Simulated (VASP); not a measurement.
# LiBC3 (P4mm) in VASP: further runs

The runs below take LiBC3 through single point, relaxation of cell and atoms, with PBE.

Everything below comes from runs of VASP 6.6.1. Logs are shortened: lines on timing, memory, paths and dates and some standing lists are left out, and cuts for length are marked.

**1. The cell of the first run**

It takes space group P4mm (No. 99, tetragonal). Conventional cell: a = 3.292 Å, b = 3.292 Å, c = 3.251 Å, α = 90.00°, β = 90.00°, γ = 90.00°. Li (site symmetry 4mm) has 12 C at 2.30 to 2.48 Å and 4 B at 2.45 Å within 3.0 Å. Within 2.1 Å of B (site symmetry 4mm) lie 6 C at 1.59 to 1.85 Å. Within 2.1 Å of C (site symmetry 4mm) lie 2 B at 1.59 to 1.66 Å and 4 C at 1.83 Å. Within 2.4 Å of C (site symmetry 2mm) lie 6 C at 1.83 to 2.33 Å and 2 B at 1.85 Å and 4 Li at 2.30 to 2.33 Å.

**2. Single point, PBE**

INCAR reads:

```
PREC = Accurate
ENCUT = 520
EDIFF = 1E-7
ISMEAR = 0
SIGMA = 0.1
LREAL = False
LASPH = True
NELM = 80
ALGO = Normal
ISIF = 2
LWAVE = False
LCHARG = False
GGA = PE
NBANDS = 17
```

KPOINTS reads:

```
regular mesh
0
Gamma
  12 12 12
```

POSCAR reads:

```
LiBC3
1.0
    3.2924877990      0.0000000000      0.0000000000
    0.0000000000      3.2924877990      0.0000000000
    0.0000000000      0.0000000000      3.2506298598
Li B C
1 1 3
Direct
    0.0000000000      0.0000000000      0.8832360291
    0.5000000000      0.5000000000      0.6524153960
    0.5000000000      0.5000000000      0.1419515018
    0.0000000000      0.5000000000      0.3911985365
    0.5000000000      0.0000000000      0.3911985365
```

Potentials or basis: VASP PAW PBE potentials, release 64 (Li_sv, B, C).

On the command line:

```
$ cat potpaw_PBE.64/Li_sv/POTCAR potpaw_PBE.64/B/POTCAR potpaw_PBE.64/C/POTCAR > POTCAR
$ mpirun -np 1 vasp_std > vasp.out
```

OUTCAR:

```text
PREC = Accurate
   ENCUT = 520
   EDIFF = 1E-7
   ISMEAR = 0
   LREAL = False
   LASPH = True
   NELM = 80
   ISIF = 2
   GGA = PE

 ion  position               nearest neighbor table
   1  0.000  0.000  0.883-   4 2.30   5 2.30   4 2.30   5 2.30   4 2.33   4 2.33   5 2.33   5 2.33

   2  0.500  0.500  0.652-   3 1.59   3 1.66   5 1.85   4 1.85   5 1.85   4 1.85
   3  0.500  0.500  0.142-   2 1.59   2 1.66   4 1.83   5 1.83   5 1.83   4 1.83
   4  0.000  0.500  0.391-   3 1.83   3 1.83   2 1.85   2 1.85   1 2.30   1 2.30   1 2.33   1 2.33

   5  0.500  0.000  0.391-   3 1.83   3 1.83   2 1.85   2 1.85   1 2.30   1 2.30   1 2.33   1 2.33

  LATTYP: Found a simple tetragonal cell.
 ALAT       =     3.2924877990
 C/A-ratio  =     0.9872868354

  Lattice vectors:

 A1 = (   3.2924877990,   0.0000000000,   0.0000000000)
 A2 = (   0.0000000000,   3.2924877990,   0.0000000000)
 A3 = (   0.0000000000,   0.0000000000,   3.2506298598)

Analysis of symmetry for initial positions (statically):
=====================================================================
 Subroutine PRICEL returns:
 Original cell was already a primitive cell.

 Routine SETGRP: Setting up the symmetry group for a
 simple tetragonal supercell.

 Subroutine GETGRP returns: Found  8 space group operations
 (whereof  8 operations were pure point group operations)
 out of a pool of 16 trial point group operations.

The static configuration has the point symmetry C_4v.

Analysis of symmetry for dynamics (positions and initial velocities):
=====================================================================
 Subroutine PRICEL returns:
 Original cell was already a primitive cell.

 Routine SETGRP: Setting up the symmetry group for a
 simple tetragonal supercell.

 Subroutine GETGRP returns: Found  8 space group operations
 (whereof  8 operations were pure point group operations)
 out of a pool of 16 trial point group operations.

The dynamic configuration has the point symmetry C_4v.

 Subroutine INISYM returns: Found  8 space group operations
 (whereof  8 operations are pure point group operations),
 and found     1 'primitive' translations

----------------------------------------------------------------------------------------

                                     Primitive cell

  volume of cell :      35.2384

  direct lattice vectors                    reciprocal lattice vectors
     3.292487799  0.000000000  0.000000000     0.303721703  0.000000000  0.000000000
     0.000000000  3.292487799  0.000000000     0.000000000  0.303721703  0.000000000
     0.000000000  0.000000000  3.250629860     0.000000000  0.000000000  0.307632688

  length of vectors
     3.292487799  3.292487799  3.250629860     0.303721703  0.303721703  0.307632688

  position of ions in fractional coordinates (direct lattice)
     0.000000000  0.000000000  0.883236029
     0.500000000  0.500000000  0.652415396
     0.500000000  0.500000000  0.141951502
     0.000000000  0.500000000  0.391198536
     0.500000000  0.000000000  0.391198536

  ion indices of the primitive-cell ions
   primitive index   ion index
                 1           1
                 2           2
                 3           3
                 4           4
                 5           5

----------------------------------------------------------------------------------------

 KPOINTS: regular mesh

Automatic generation of k-mesh.
 Grid dimensions read from file:
 generate k-points for:   12   12   12

 Generating k-lattice:

  Cartesian coordinates                     Fractional coordinates (reciprocal lattice)
     0.025310142  0.000000000  0.000000000     0.083333333  0.000000000  0.000000000
     0.000000000  0.025310142  0.000000000     0.000000000  0.083333333  0.000000000
     0.000000000  0.000000000  0.025636057     0.000000000  0.000000000  0.083333333

  Length of vectors
     0.025310142  0.025310142  0.025636057

  Shift w.r.t. Gamma in fractional coordinates (k-lattice)
     0.000000000  0.000000000  0.000000000

 Subroutine IBZKPT returns following result:
 ===========================================

 Found    196 irreducible k-points:

 Following reciprocal coordinates:
            Coordinates               Weight
  0.000000  0.000000  0.000000      1.000000
  0.083333  0.000000  0.000000      4.000000
  0.166667  0.000000  0.000000      4.000000
  0.250000  0.000000  0.000000      4.000000
  0.333333  0.000000  0.000000      4.000000
  0.416667  0.000000  0.000000      4.000000
[... 16 lines left out ...]
  0.333333  0.333333  0.000000      4.000000
  0.416667  0.333333  0.000000      8.000000
 [... further k-points ...]
   k-points           NKPTS =    196   k-points in BZ     NKDIM =    196   number of bands    NBANDS=     17
   number of dos      NEDOS =    301   number of ions     NIONS =      5
   total plane-waves  NPLWV =  13824
   dimension x,y,z NGX =    24 NGY =   24 NGZ =   24
   dimension x,y,z NGXF=    48 NGYF=   48 NGZF=   48
   ions per type =               1   1   3
   NGX,Y,Z   is equivalent  to a cutoff of  12.12, 12.12, 12.27 a.u.
   NGXF,Y,Z  is equivalent  to a cutoff of  24.24, 24.24, 24.55 a.u.
 SYSTEM =  unknown system
   PREC   = accura    normal or accurate (medium, high low for compatibility)
   ISTART =      0    job   : 0-new  1-cont  2-samecut
   ICHARG =      2    charge: 1-file 2-atom 10-const
   ISPIN  =      1    spin polarized calculation?
   LNONCOLLINEAR =      F non collinear calculations
   LSORBIT =      F    spin-orbit coupling
   LASPH  =      T    aspherical Exc in radial PAW
   ENCUT  =  520.0 eV  38.22 Ry    6.18 a.u.   6.12  6.12  6.04*2*pi/ulx,y,z
   NELM   =     80;   NELMIN=  2; NELMDL= -5     # of ELM steps
   EDIFF  = 0.1E-06   stopping-criterion for ELM
   LREAL  =      F    real-space projection
   EDIFFG = 0.1E-05   stopping-criterion for IOM
   NSW    =      0    number of steps for IOM
   IBRION =     -1    ionic relax: 0-MD 1-quasi-New 2-CG
   NFREE  =      0    steps in history (QN), initial steepest desc. (CG)
   ISIF   =      2    stress and relaxation
   ISYM   =      2    0-nonsym 1-usesym 2-fastsym
   POTIM  = 0.5000    time-step for ionic-motion
   TEBEG  =    0.0;   TEEND  =   0.0 temperature during run
   PSTRESS=    0.0 pullay stress
   NELECT =      18.0000    total number of electrons
   NUPDOWN=      -1.0000    fix difference up-down
   EMIN   =  10.00;   EMAX   =-10.00  energy-range for DOS
   EFERMI =   0.00;   METHOD = LEGACY
   ISMEAR =     0;   SIGMA  =   0.10  broadening in eV -4-tet -1-fermi 0-gaus
   EFERMI_NEDOS =   21; number of points for ismear=-14 and -15
   IALGO  =     38    algorithm
   IMIX   =      4    mixing-type and parameters
     AMIX     =   0.40;   BMIX     =  1.00
     AMIX_MAG =   1.60;   BMIX_MAG =  1.00
  volume/ion in A,a.u.               =       7.05        47.56
  Fermi-wavevector in a.u.,A,eV,Ry     =   1.308661  2.473010 23.301238  1.712593
  Thomas-Fermi vector in A             =   2.439312
   LORBIT       =      0    0 simple, 1 ext, 2 COOP (PROOUT), +10 PAW based schemes
   GGA     = PE    functional components
   LHFCALC =     F    Hartree Fock is set to
   AEXX    =    0.0000 exact exchange contribution
   IVDW    =     0    specifies the selected vdW correction
   LEPSILON=     F    determine dielectric tensor
   LRPA    =     F    only Hartree local field effects (RPA)
 non-spin polarized calculation
 Gauss-broadening in eV      SIGMA  =   0.10
  energy-cutoff  :      520.00
  volume of cell :       35.24
 maximum number of plane-waves:       968
   NGX = 13   NGY = 13   NGZ = 13

 number of electron      18.0000013 magnetization

 Free energy of the ion-electron system (eV)
  ---------------------------------------------------
  ext. energy  EPLUGINS =         0.00000000
  ---------------------------------------------------
  free energy    TOTEN  =       -27.41715307 eV

  energy without entropy =      -27.40907066  energy(sigma->0) =      -27.41311186

 E-fermi :   7.4172     XC(G=0): -11.8423

 val. band max:        7.4171300174   @ k =   0.3333   0.3333   0.0833
 cond. band min:       7.4296494953   @ k =   0.2500   0.0833   0.2500
 fundamental gap:      0.0125194778
 Fermi energy:         7.4171637690

 k-point     1 :       0.0000    0.0000    0.0000
  band No.  band energies     occupation
      1     -38.4907      2.00000
      2     -11.4703      2.00000
      3      -1.3440      2.00000
      4      -1.3078      2.00000
      5      -1.3078      2.00000
      6       0.3269      2.00000
[... 9 lines left out ...]
     16      16.4140      0.00000
     17      18.1906      0.00000

 k-point     2 :       0.0833    0.0000    0.0000
  band No.  band energies     occupation
      1     -38.4905      2.00000
      2     -11.4123      2.00000
      3      -2.0923      2.00000
      4      -1.2914      2.00000
      5      -1.2564      2.00000
      6       0.8426      2.00000
[... 9 lines left out ...]
     16      16.5461      0.00000
     17      18.2380      0.00000

 k-point     3 :       0.1667    0.0000    0.0000
  band No.  band energies     occupation
      1     -38.4897      2.00000
      2     -11.2425      2.00000
      3      -3.3031      2.00000
      4      -1.2350      2.00000
      5      -1.1095      2.00000
      6       1.1728      2.00000
[... 9 lines left out ...]
     16      16.8572      0.00000
     17      18.2999      0.00000

 k-point     4 :       0.2500    0.0000    0.0000
  band No.  band energies     occupation
      1     -38.4886      2.00000
      2     -10.9770      2.00000
      3      -4.4682      2.00000
      4      -1.1568      2.00000
      5      -0.8902      2.00000
      6       1.3923      2.00000
[... 9 lines left out ...]
     16      17.1651      0.00000
     17      18.3384      0.00000
[... 343 lines left out ...]
      1     -38.4845      2.00000
      2      -9.6742      2.00000
      3      -6.1165      2.00000
      4      -3.5756      2.00000
      5      -0.8318      2.00000
      6       2.6902      2.00000
[... 9 lines left out ...]
     16      17.0321      0.00000
     17      17.4967      0.00000

 k-point    23 :       0.3333    0.3333    0.0000
  band No.  band energies     occupation
      1     -38.4845      2.00000
      2      -9.7776      2.00000
      3      -5.1419      2.00000
      4      -4.6097      2.00000
      5      -0.8318      2.00000
      6       2.5928      2.00000
[... 9 lines left out ...]
     16      17.2959      0.00000
     17      17.9855      0.00000

 k-point    24 :       0.4167    0.3333    0.0000
  band No.  band energies     occupation
      1     -38.4837      2.00000
      2      -9.4446      2.00000
      3      -5.6650      2.00000
      4      -4.6739      2.00000
      5      -0.7759      2.00000
      6       2.0355      2.00000
[... 9 lines left out ...]
     16      16.8142      0.00000
     17      17.6458      0.00000

 [... further k-points ...]
[... 5 lines left out ...]
  --------------------------------------------------------------------------------------
  -------------------------------------------------------------------------------------
  Total       -0.0050491     -0.0050491      0.0208642      0.0000000      0.0000000      0.0000000
  in kB       -0.2295666     -0.2295666      0.9486297      0.0000000      0.0000000      0.0000000
  external PRESSURE =       0.1631655 kB  Pullay stress =       0.0000000 kB

 VOLUME and BASIS-vectors are now :
 -----------------------------------------------------------------------------
  energy-cutoff  :      520.00
  volume of cell :       35.24
      direct lattice vectors                 reciprocal lattice vectors
     3.292487799  0.000000000  0.000000000     0.303721703  0.000000000  0.000000000
     0.000000000  3.292487799  0.000000000     0.000000000  0.303721703  0.000000000
     0.000000000  0.000000000  3.250629860     0.000000000  0.000000000  0.307632688

 POSITION                                       TOTAL-FORCE (eV/Angst)
 -----------------------------------------------------------------------------------
      0.00000      0.00000      2.87107        -0.000000     -0.000000      0.002910
      1.64624      1.64624      2.12076         0.000000      0.000000      0.007323
      1.64624      1.64624      0.46143         0.000000     -0.000000     -0.014115
      0.00000      1.64624      1.27164         0.000000     -0.000000      0.001941
      1.64624      0.00000      1.27164         0.000000      0.000000      0.001941
 -----------------------------------------------------------------------------------
    total drift:                                0.000000     -0.000000      0.000424

  FREE ENERGIE OF THE ION-ELECTRON SYSTEM (eV)
  ---------------------------------------------------
  free  energy   TOTEN  =       -27.4171530713 eV

  energy  without entropy=      -27.4090706565  energy(sigma->0) =      -27.41311186
```

Wall time 2.4 min (1 thread of Oxide Virtual Turin-like, shared host); peak memory 0.18 GiB.

What came out:

* Free energy: -27.4172 eV
* Largest force: 0.014 eV/Å
* Band gap on the k mesh: zero (band 9 reaches 10.55 eV, above the bottom of band 10 at 6.09 eV)

Forces in eV/Å, atoms in the order of the input:
```
Li   0.000  0.000  0.003
B    0.000  0.000  0.007
C    0.000  0.000 -0.014
C    0.000  0.000  0.002
C    0.000  0.000  0.002
```

Caveat: the cutoff is under 1.25 times the usual one of these potentials, so pressure, stress and relaxed cells hold a basis-set (Pulay) error.

**3. Relaxation of cell and atoms, PBE**

This run uses another cell than the first one, of 6.98 Å³/atom, 0.991 times its volume.

INCAR reads:

```
ALGO = Normal
EDIFF = 1E-6
EDIFFG = -0.01
ENCUT = 600
GGA = PE
IBRION = 2
ISIF = 3
ISMEAR = 0
LASPH = True
LCHARG = False
LREAL = False
LWAVE = False
NELM = 80
NSW = 100
PREC = Accurate
SIGMA = 0.1
```

KPOINTS reads:

```
k-points
0
Gamma
  12 12 12
```

POSCAR reads:

```
LiBC3
1.0
    3.2715715701      0.0000000000      0.0000000000
    0.0000000000      3.2715715701      0.0000000000
    0.0000000000      0.0000000000      3.2624137540
Li B C
1 1 3
Direct
    0.0000000000      0.0000000000      0.8834915261
    0.5000000000      0.5000000000      0.6536736298
    0.5000000000      0.5000000000      0.1395084046
    0.0000000000      0.5000000000      0.3916632197
    0.5000000000      0.0000000000      0.3916632197
```

Potentials or basis: VASP PAW PBE potentials, release 64 (Li_sv, B, C).

On the command line:

```
$ cat potpaw_PBE.64/Li_sv/POTCAR potpaw_PBE.64/B/POTCAR potpaw_PBE.64/C/POTCAR > POTCAR
$ mpirun -np 1 vasp_std > vasp.out
```

Wall time 6.5 min (1 thread of Oxide Virtual Turin-like, shared host); peak memory 0.2 GiB.

It converged, with:

| Quantity | Value |
| --- | --- |
| Free energy | -27.4196 eV |
| Relaxed volume | 7.04 Å³/atom |
| Relaxed cell | a = 3.290 Å, b = 3.290 Å, c = 3.251 Å, α = 90.00°, β = 90.00°, γ = 90.00° |
| Space group after relaxing (to 0.05 Å) | P4mm (No. 99) |
| Energy gained by relaxing | 0.8 meV/atom |
| Ionic steps | 6 |
| Pressure after relaxing | 0.0 GPa |
| Largest force after relaxing | 0.005 eV/Å |
| Band gap on the k mesh | zero (band 9 reaches 10.57 eV, above the bottom of band 10 at 6.10 eV) |

Forces in eV/Å, atoms in the order of the input:
```
Li   0.000  0.000 -0.001
B    0.000  0.000 -0.001
C    0.000  0.000 -0.005
C    0.000  0.000  0.003
C    0.000  0.000  0.003
```

Step by step:
```tsv
step	energy change (eV)	largest force (eV/Å)	pressure (GPa)	volume (Å³)
1	0.0000	0.2357	0.70	34.92
2	-0.0024	0.2369	0.51	35.07
3	-0.0028	0.1250	0.53	35.03
4	-0.0038	0.0474	0.03	35.20
5	-0.0038	0.0124	0.13	35.17
6	-0.0038	0.0050	-0.01	35.20
```

Final structure:
```
Li B C
1.0
     3.29046    0.00000    0.00000
     0.00000    3.29046    0.00000
     0.00000    0.00000    3.25070
Li B C
1 1 3
Direct
  0.00000 0.00000 0.88341
  0.50000 0.50000 0.65248
  0.50000 0.50000 0.14182
  0.00000 0.50000 0.39114
  0.50000 0.00000 0.39114
```

Levels at points of the mesh, in eV from the Fermi level:
| k point | band 5 | band 6 | band 7 | band 8 | band 9 | band 10 | band 11 | band 12 | band 13 |
| --- | --- | --- | --- | --- | --- | --- | --- | --- | --- |
| (0.00, 0.00, 0.00) | -8.74 | -7.09 | -6.25 | -2.82 | 1.17 | 1.44 | 1.44 | 4.02 | 4.02 |
| (0.50, 0.00, 0.00) | -7.78 | -5.50 | -3.51 | -3.28 | -1.57 | -0.23 | 2.90 | 4.20 | 4.98 |
| (0.50, 0.50, 0.00) | -8.10 | -6.34 | -3.01 | -3.01 | 0.35 | 2.96 | 3.09 | 3.09 | 4.87 |
| (0.00, 0.00, 0.50) | -7.54 | -6.39 | -3.17 | -1.60 | -1.60 | -1.12 | -0.93 | 2.15 | 2.15 |
| (0.50, 0.00, 0.50) | -7.06 | -6.58 | -4.33 | -1.06 | -0.85 | -0.82 | -0.08 | 5.35 | 6.05 |
| (0.50, 0.50, 0.50) | -10.59 | -7.05 | -7.05 | -6.34 | 3.13 | 5.00 | 5.92 | 6.26 | 6.47 |

Caveat: the cutoff is under 1.25 times the usual one of these potentials, so pressure, stress and relaxed cells hold a basis-set (Pulay) error.
